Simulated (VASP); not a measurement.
Write the native input for VASP 6.6.1 that does the following.

| Item | Value |
| --- | --- |
| Task | single point |
| Functional | PBE-based global hybrid with 15 % exact exchange |
| Potentials or basis | VASP PAW PBE potentials, release 64 (Cd, Te) |
| Cutoff | 520 eV |
| k mesh | 4 × 4 × 4 |
| Occupations | gaussian, width 0.05 eV |
| Spin | no spin polarisation |
| Dipole correction | no |
| Grid for exact exchange (PRECFOCK) | Normal |
| Share of exact exchange | 0.15 |
| Further INCAR settings | ALGO = Normal; EDIFF = 1e-07; NBANDS = 16 |

The system is CdTe.

```xyz
2
Lattice="0.0000 3.2050 3.2050 3.2050 0.0000 3.2050 3.2050 3.2050 0.0000" Properties=species:S:1:pos:R:3 pbc="T T T"
Cd    0.0000    0.0000    0.0000
Te    1.6025    1.6025    1.6025
```

These files were run (other wordings do the same):

POSCAR

```
CdTe
1.0
    0.0000000000      3.2049986979      3.2049986979
    3.2049986979      0.0000000000      3.2049986979
    3.2049986979      3.2049986979      0.0000000000
Cd Te
1 1
Direct
    0.0000000000      0.0000000000      0.0000000000
    0.2500000000      0.2500000000      0.2500000000
```

INCAR.step1

```
PREC = Accurate
ENCUT = 520
EDIFF = 1E-5
ISMEAR = 0
SIGMA = 0.05
LREAL = False
LASPH = True
NELM = 100
ALGO = Normal
ISIF = 2
LWAVE = True
LCHARG = False
GGA = PE
NBANDS = 16
```

INCAR.step2

```
PREC = Accurate
ENCUT = 520
EDIFF = 1E-7
ISMEAR = 0
SIGMA = 0.05
LREAL = False
LASPH = True
NELM = 100
ALGO = Normal
ISIF = 2
LWAVE = False
LCHARG = False
GGA = PE
LHFCALC = True
AEXX = 0.15
PRECFOCK = Normal
ISTART = 1
NBANDS = 16
```

KPOINTS

```
regular mesh
0
Gamma
  4 4 4
```

Potentials or basis: VASP PAW PBE potentials, release 64 (Cd, Te).

The run is started by

```sh
$ cat potpaw_PBE.64/Cd/POTCAR potpaw_PBE.64/Te/POTCAR > POTCAR
$ cp INCAR.step1 INCAR
$ mpirun -np 1 vasp_std > vasp.out
$ cp INCAR.step2 INCAR
$ mpirun -np 1 vasp_std > vasp.out
```

Results of the run:

| Item | Value |
| --- | --- |
| Pressure | 3.9 GPa |
| Band gap on the k mesh | 1.75 eV |

Caveat: the k points lie up to 0.42 Å⁻¹ apart; the PAW data sets were made with another functional, which shifts forces and pressure a little; spin-orbit coupling is left out, which moves the levels of the heavy elements.

Run time: 26 min on 1 thread of Intel(R) Xeon(R) Platinum 8259CL CPU @ 2.50GHz (Skylake/Cascade Lake) (shared host), peak memory 0.22 GiB.
